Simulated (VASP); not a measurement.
Set up this calculation in VASP 6.6.1, as the native input.

| Property | Result |
| --- | --- |
| Task | single point |
| Functional | r2SCAN |
| Potentials or basis | VASP PAW PBE potentials, release 64 (Sr_sv) |
| Cutoff | 520 eV |
| k mesh | 12 × 12 × 8 |
| Occupations | gaussian, width 0.15 eV |
| Spin | no spin polarisation |
| Dipole correction | no |
| Further INCAR settings | ALGO = Normal; EDIFF = 1e-06; NBANDS = 17 |

Crystal: Sr.

```
CELL_PARAMETERS angstrom
4.17522 0.00000 0.00000
-2.08761 3.61585 0.00000
0.00000 0.00000 7.51250
ATOMIC_POSITIONS crystal
Sr 0.33333 0.66667 0.25000
Sr 0.66667 0.33333 0.75000
```

This isn't the form of Sr at room conditions, which is fcc.

This cell differs from its parent crystal: ratio of the length along z to the lengths across it x 1.1, volume and fractional coordinates fixed.

These files were run (other wordings do the same):

POSCAR

```
Sr
1.0
    4.1752235233      0.0000000000      0.0000000000
   -2.0876117617      3.6158496376      0.0000000000
    0.0000000000      0.0000000000      7.5124957692
Sr
2
Direct
    0.3333333333      0.6666666667      0.2500000000
    0.6666666667      0.3333333333      0.7500000000
```

INCAR.step1

```
SYSTEM = Sr
PREC     = Accurate       ! precision mode
ENCUT    = 520            ! plane-wave cutoff, eV
ISMEAR   = 0              ! smearing method
SIGMA    = 0.15           ! smearing width, eV
LREAL    = .FALSE.        ! projectors in reciprocal space
LASPH    = .TRUE.         ! aspherical terms in the spheres
NELM     = 80             ! most SCF steps
NBANDS   = 17             ! bands
GGA      = PE             ! functional
ALGO     = Normal         ! electronic algorithm
EDIFF    = 1E-4           ! SCF threshold, eV
LWAVE    = .TRUE.         ! write WAVECAR
LCHARG   = .FALSE.        ! write CHGCAR
```

INCAR.step2

```
SYSTEM = Sr
PREC     = Accurate       ! precision mode
ENCUT    = 520            ! plane-wave cutoff, eV
EDIFF    = 1E-6           ! SCF threshold, eV
ISMEAR   = 0              ! smearing method
SIGMA    = 0.15           ! smearing width, eV
LREAL    = .FALSE.        ! projectors in reciprocal space
LASPH    = .TRUE.         ! aspherical terms in the spheres
NELM     = 80             ! most SCF steps
ALGO     = Normal         ! electronic algorithm
ISIF     = 2              ! what is computed and relaxed
LWAVE    = .FALSE.        ! write WAVECAR
LCHARG   = .TRUE.         ! write CHGCAR
METAGGA  = R2SCAN         ! meta-GGA
LMIXTAU  = .TRUE.       
LELF     = .TRUE.         ! ELF
LVHAR    = .TRUE.       
NBANDS   = 17             ! bands
ISTART   = 1
```

KPOINTS

```
Automatic mesh
0
G
  12 12 8
  0 0 0
```

Potentials or basis: VASP PAW PBE potentials, release 64 (Sr_sv).

The run is started by

```bash
$ cat potpaw_PBE.64/Sr_sv/POTCAR > POTCAR
$ cp INCAR.step1 INCAR
$ mpirun -np 1 vasp_std > vasp.out
$ cp INCAR.step2 INCAR
$ mpirun -np 1 vasp_std > vasp.out
```

Results of the run:

| Property | Result |
| --- | --- |
| Pressure | 0.1 GPa |
| Band gap on the k mesh | zero (bands 10 and 11 overlap by 0.72 eV) |

Caveat: the PAW data sets were made with another functional, which shifts forces and pressure a little.

Wall time 4.6 min on 1 thread of Intel(R) Xeon(R) 6975P-C (Granite Rapids), with other jobs on the host, peak memory 0.34 GiB.
